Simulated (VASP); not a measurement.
# Zn (Im-3m) in VASP: notebook

The runs below take Zn through relaxation of cell and atoms, single point, with RPBE.

All numbers are computed with VASP 6.6.1; they aren't measurements. Logs are shortened: lines on timing, memory, paths and dates and some standing lists are left out, and cuts for length are marked.

**1. The cell of the first run**

Symmetry: Im-3m, No. 229, cubic system. The conventional cell has a = 3.122 Å, b = 3.122 Å, c = 3.122 Å, α = 90.00°, β = 90.00°, γ = 90.00°. Within 3.6 Å of Zn (site symmetry m-3m) lie 14 Zn at 2.70 to 3.12 Å.

This isn't the form of Zn at room conditions, which is hcp.

**2. Relaxation of cell and atoms, RPBE**

INCAR

```
PREC = Accurate ; ENCUT = 600
EDIFF = 1E-6 ; ISMEAR = -1
SIGMA = 0.1 ; LREAL = F
LASPH = T ; NELM = 60
ALGO = Normal ; ISIF = 3
LWAVE = F ; LCHARG = F
GGA = RP ; IBRION = 2
NSW = 80 ; EDIFFG = -0.01
```

KPOINTS

```
Automatic mesh
0
Gamma
  14 14 14
```

POSCAR

```
Zn
1.0
   -1.5608515766      1.5608515766      1.5608515766
    1.5608515766     -1.5608515766      1.5608515766
    1.5608515766      1.5608515766     -1.5608515766
Zn
1
Direct
    0.0000000000      0.0000000000      0.0000000000
```

Potentials or basis: VASP PAW PBE potentials, release 64 (Zn).

The run is started by

```console
$ cat potpaw_PBE.64/Zn/POTCAR > POTCAR
$ mpirun -np 1 vasp_std > vasp.out
```

OUTCAR:

```text
PREC = Accurate
   ENCUT = 600
   EDIFF = 1E-6
   ISMEAR = -1
   LREAL = F
   LASPH = T
   NELM = 60
   ISIF = 3
   GGA = RP
   IBRION = 2
   NSW = 80
   EDIFFG = -0.01

 ion  position               nearest neighbor table
   1  0.000  0.000  0.000-

  LATTYP: Found a body centered cubic cell.
 ALAT       =     3.1217031532

  Lattice vectors:

 A1 = (  -1.5608515766,   1.5608515766,   1.5608515766)
 A2 = (   1.5608515766,  -1.5608515766,   1.5608515766)
 A3 = (   1.5608515766,   1.5608515766,  -1.5608515766)

Analysis of symmetry for initial positions (statically):
=====================================================================
 Subroutine PRICEL returns:
 Original cell was already a primitive cell.

 Routine SETGRP: Setting up the symmetry group for a
 body centered cubic supercell.

 Subroutine GETGRP returns: Found 48 space group operations
 (whereof 48 operations were pure point group operations)
 out of a pool of 48 trial point group operations.

The static configuration has the point symmetry O_h .

Analysis of symmetry for dynamics (positions and initial velocities):
=====================================================================
 Subroutine PRICEL returns:
 Original cell was already a primitive cell.

 Routine SETGRP: Setting up the symmetry group for a
 body centered cubic supercell.

 Subroutine GETGRP returns: Found 48 space group operations
 (whereof 48 operations were pure point group operations)
 out of a pool of 48 trial point group operations.

The dynamic configuration has the point symmetry O_h .

 Subroutine INISYM returns: Found 48 space group operations
 (whereof 48 operations are pure point group operations),
 and found     1 'primitive' translations

----------------------------------------------------------------------------------------

                                     Primitive cell

  volume of cell :      15.2105

  direct lattice vectors                    reciprocal lattice vectors
    -1.560851577  1.560851577  1.560851577     0.000000000  0.320337954  0.320337954
     1.560851577 -1.560851577  1.560851577     0.320337954  0.000000000  0.320337954
     1.560851577  1.560851577 -1.560851577     0.320337954  0.320337954  0.000000000

  length of vectors
     2.703474234  2.703474234  2.703474234     0.453026279  0.453026279  0.453026279

  position of ions in fractional coordinates (direct lattice)
     0.000000000  0.000000000  0.000000000

[... 92 lines left out ...]
   IALGO  =     38    algorithm
   IMIX   =      4    mixing-type and parameters
     AMIX     =   0.40;   BMIX     =  1.00
     AMIX_MAG =   1.60;   BMIX_MAG =  1.00
  volume/ion in A,a.u.               =      15.21       102.65
  Fermi-wavevector in a.u.,A,eV,Ry     =   1.512703  2.858594 31.133805  2.288270
  Thomas-Fermi vector in A             =   2.622592
   LORBIT       =      0    0 simple, 1 ext, 2 COOP (PROOUT), +10 PAW based schemes
   GGA     = RP    functional components
   LHFCALC =     F    Hartree Fock is set to
   AEXX    =    0.0000 exact exchange contribution
   IVDW    =     0    specifies the selected vdW correction
   LEPSILON=     F    determine dielectric tensor
   LRPA    =     F    only Hartree local field effects (RPA)
 conjugate gradient relaxation of ions
 non-spin polarized calculation
  energy-cutoff  :      600.00
  volume of cell :       15.21
 maximum number of plane-waves:       531
 NGX is ok and might be reduce to    24
   NGX = 11   NGY = 11   NGZ = 11

--------------------------------------- Ionic step        1  -------------------------------------------

 number of electron      11.9999991 magnetization

 Free energy of the ion-electron system (eV)
  ---------------------------------------------------
  ext. energy  EPLUGINS =         0.00000000
  ---------------------------------------------------
  free energy    TOTEN  =        -0.65854897 eV

  energy without entropy =       -0.64745541  energy(sigma->0) =       -0.65300219

------------------------ aborting loop because EDIFF is reached ----------------------------------------

  FORCE on cell =-STRESS in cart. coord.  units (eV):
  Direction    XX          YY          ZZ          XY          YZ          ZX
  --------------------------------------------------------------------------------------
  -------------------------------------------------------------------------------------
  Total        0.3709113      0.3709113      0.3709113      0.0000000      0.0000000      0.0000000
  in kB       39.0693160     39.0693160     39.0693160      0.0000000      0.0000000      0.0000000
  external PRESSURE =      39.0693160 kB  Pullay stress =       0.0000000 kB
[... 57 lines left out ...]
--------------------------------------- Ionic step        3  -------------------------------------------

 number of electron      12.0000011 magnetization

 Free energy of the ion-electron system (eV)
  ---------------------------------------------------
  ext. energy  EPLUGINS =         0.00000000
  ---------------------------------------------------
  free energy    TOTEN  =        -0.66930126 eV

  energy without entropy =       -0.65740957  energy(sigma->0) =       -0.66335541

 E-fermi :   2.9039     XC(G=0): -11.1150

 val. band max:        2.8810376461   @ k =  -0.4286   0.4286   0.3571
 cond. band min:       2.9225888649   @ k =   0.3571   0.2857   0.0000
 fundamental gap:      0.0415512188
 Fermi energy:         2.9039218861

 k-point     1 :       0.0000    0.0000    0.0000
  band No.  band energies     occupation
      1      -7.0512      2.00000
      2      -4.7089      2.00000
      3      -4.7089      2.00000
      4      -4.7089      2.00000
      5      -4.2539      2.00000
      6      -4.2539      2.00000
      7      21.2558      0.00000
      8      21.2558      0.00000
      9      21.2559      0.00000
     10      23.1594      0.00000
[... 287 lines left out ...]
 k-point    24 :       0.3571    0.2857    0.0000
  band No.  band energies     occupation
      1      -5.0214      2.00000
      2      -4.7598      2.00000
      3      -4.5997      2.00000
      4      -4.2427      2.00000
      5      -4.1862      2.00000
      6       2.9226      0.90694
      7       3.2367      0.06929
      8       5.2408      0.00000
      9      13.6023      0.00000
     10      22.7092      0.00000

 [... further k-points ...]

------------------------ aborting loop because EDIFF is reached ----------------------------------------

  FORCE on cell =-STRESS in cart. coord.  units (eV):
  Direction    XX          YY          ZZ          XY          YZ          ZX
  --------------------------------------------------------------------------------------
  -------------------------------------------------------------------------------------
  Total       -0.0048281     -0.0048281     -0.0048281      0.0000000      0.0000000     -0.0000000
  in kB       -0.4782229     -0.4782229     -0.4782229      0.0000000      0.0000000     -0.0000000
  external PRESSURE =      -0.4782229 kB  Pullay stress =       0.0000000 kB
[... 16 lines left out ...]
  FREE ENERGIE OF THE ION-ELECTRON SYSTEM (eV)
  ---------------------------------------------------
  free  energy   TOTEN  =        -0.6693012595 eV

  energy  without entropy=       -0.6574095656  energy(sigma->0) =       -0.66335541

 reached required accuracy - stopping structural energy minimisation
```

OSZICAR:

```text
N       E                     dE             d eps       ncg     rms          rms(c)
DAV:   1     0.376297518894E+02    0.37630E+02   -0.75851E+03  2104   0.208E+03
DAV:   2     0.602614724176E-02   -0.37624E+02   -0.36115E+02  2098   0.216E+02
DAV:   3    -0.728637579961E+00   -0.73466E+00   -0.73274E+00  2382   0.328E+01
DAV:   4    -0.730401025718E+00   -0.17634E-02   -0.17633E-02  2266   0.157E+00
[... 18 lines left out ...]
DAV:   2    -0.670667489844E+00    0.10808E-01   -0.51373E-02  2296   0.500E+00    0.258E-01
DAV:   3    -0.669700632212E+00    0.96686E-03   -0.41561E-04  2194   0.369E-01    0.138E-01
DAV:   4    -0.669298117024E+00    0.40252E-03   -0.13834E-04  2848   0.185E-01    0.386E-03
DAV:   5    -0.669300381913E+00   -0.22649E-05   -0.45677E-06  2092   0.222E-02    0.148E-03
DAV:   6    -0.669301259467E+00   -0.87755E-06   -0.12658E-07  1104   0.516E-03
   3 F= -.66930126E+00 E0= -.66335541E+00  d E =-.107523E-01
```

CONTCAR:

```text
Zn
   1.00000000000000
    -1.5931787956543646    1.5931787956543646    1.5931787956543646
     1.5931787956543646   -1.5931787956543646    1.5931787956543646
     1.5931787956543646    1.5931787956543646   -1.5931787956543646
  Zn
     1
Direct
     0.0000000000000000    0.0000000000000000    0.0000000000000000

  0.00000000E+00  0.00000000E+00  0.00000000E+00
```

Wall time 18 s (1 thread of Intel Xeon Platinum 8488C (Sapphire Rapids), shared host); peak memory 0.15 GiB.

Results:

| Item | Value |
| --- | --- |
| Free energy | -0.6693 eV |
| Relaxed volume | 16.18 Å³/atom |
| Relaxed cell | a = 2.759 Å, b = 2.759 Å, c = 2.759 Å, α = 109.47°, β = 109.47°, γ = 109.47° |
| Space group after relaxing (to 0.1 Å) | Im-3m (No. 229) |
| Energy gained by relaxing | 10.8 meV/atom |
| Ionic steps | 3 |
| Pressure after relaxing | 0.0 GPa |
| Band gap on the k mesh | zero (bands 6 and 7 overlap by 5.17 eV) |

The path:
```
step  energy change (eV)  largest force (eV/Å)  pressure (GPa)  volume (Å³)
   1              0.0000                0.0000            3.91        15.21
   2             -0.0106                0.0000            0.42        16.04
   3             -0.0108                0.0000           -0.05        16.18
```

Final structure:
```
Zn
1.0
    -1.59318    1.59318    1.59318
     1.59318   -1.59318    1.59318
     1.59318    1.59318   -1.59318
Zn
1
Cartesian
  0.0000 0.0000 0.0000
```

Levels at points of the mesh, in eV from the Fermi level:
```tsv
k point	band 3	band 4	band 5	band 6	band 7	band 8	band 9	band 10
(0.00, 0.00, 0.00)	-7.61	-7.61	-7.16	-7.16	18.35	18.35	18.35	20.26
(0.50, 0.00, 0.00)	-7.18	-7.13	-6.85	-2.46	-1.03	10.98	12.36	14.85
(0.50, 0.50, 0.50)	-6.93	-6.93	-6.93	4.14	4.14	4.14	7.05	8.31
```

Caveat: the PAW data sets were made with another functional, which shifts forces and pressure a little.

**3. Single point, RPBE**

This run uses another cell than the first one, of 16.11 Å³/atom.

INCAR

```
SYSTEM = Zn
PREC = Accurate ; ENCUT = 520
EDIFF = 1E-6 ; ISMEAR = -1
SIGMA = 0.1 ; LREAL = .False.
LASPH = .True. ; NELM = 60
ALGO = Normal ; ISIF = 2
LWAVE = .False. ; LCHARG = .False.
GGA = RP ; NBANDS = 12
```

KPOINTS

```
Automatic mesh
0
Gamma
  23 23 23
  0 0 0
```

POSCAR

```
Zn
1.0
   -1.5911000635      1.5911000635      1.5911000635
    1.5911000635     -1.5911000635      1.5911000635
    1.5911000635      1.5911000635     -1.5911000635
Zn
1
Direct
    0.0000000000      0.0000000000      0.0000000000
```

Potentials or basis: VASP PAW PBE potentials, release 64 (Zn).

The run is started by

```console
$ cat potpaw_PBE.64/Zn/POTCAR > POTCAR
$ mpirun -np 1 vasp_std > vasp.out
```

Run time: 29 s. Hardware: 1 thread of Intel Xeon Platinum 8488C (Sapphire Rapids), shared host; peak memory 0.17 GiB.

Results (log left out):

```yaml
Free_energy: -0.6713 eV
Pressure: 0.2 GPa
Band_gap_on_the_k_mesh: zero (bands 6 and 7 overlap by 4.75 eV)
```

Levels at points of the mesh, in eV from the Fermi level:
| k point | band 4 | band 5 | band 6 | band 7 | band 8 | band 9 |
| --- | --- | --- | --- | --- | --- | --- |
| (0.00, 0.00, 0.00) | -7.64 | -7.19 | -7.19 | 18.39 | 18.39 | 18.39 |

Caveat: the PAW data sets were made with another functional, which shifts forces and pressure a little.
